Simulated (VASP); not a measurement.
## BiSbSe: single point with PBE

Crystal: BiSbSe.

```
CELL_PARAMETERS angstrom
4.88000 0.00000 0.00000
-2.44000 4.22620 0.00000
0.00000 0.00000 4.76428
ATOMIC_POSITIONS crystal
Sb 0.66667 0.33333 0.50000
Bi 0.00000 0.00000 0.00000
Se 0.33333 0.66667 0.50000
```

This cell differs from its parent crystal: volume scaled by 1.04.

```yaml
Program: VASP 6.6.1
Task: single point
Functional: PBE
Potentials_or_basis: VASP PAW PBE potentials, release 64 (Sb, Bi_d, Se)
Cutoff: 520 eV
k_mesh: 7 × 7 × 6
Occupations: fermi-dirac, width 0.05 eV
Spin: no spin polarisation
```

* Pressure: -2.6 GPa
* Band gap on the k mesh: zero (band 13 reaches 5.48 eV, above the bottom of band 14 at 4.84 eV)

Stress tensor (GPa, compression positive):
```
-0.88  0.00  0.00
 0.00 -0.88  0.00
 0.00  0.00 -6.16
```

Levels at points of the mesh, in eV from the Fermi level:
| k point | band 10 | band 11 | band 12 | band 13 | band 14 | band 15 | band 16 | band 17 |
| --- | --- | --- | --- | --- | --- | --- | --- | --- |
| (0.00, 0.00, 0.00) | -3.88 | -3.72 | -1.30 | -1.30 | 0.75 | 2.75 | 3.08 | 3.08 |
| (0.00, 0.00, 0.50) | -3.80 | -2.78 | -0.37 | 0.22 | 0.22 | 0.33 | 0.33 | 0.39 |

Run time: 31 s on 1 thread of Intel(R) Xeon(R) 6975P-C (Granite Rapids), with other jobs on the host, peak memory 0.23 GiB.

Caveat: spin-orbit coupling is left out, which moves the levels of the heavy elements.
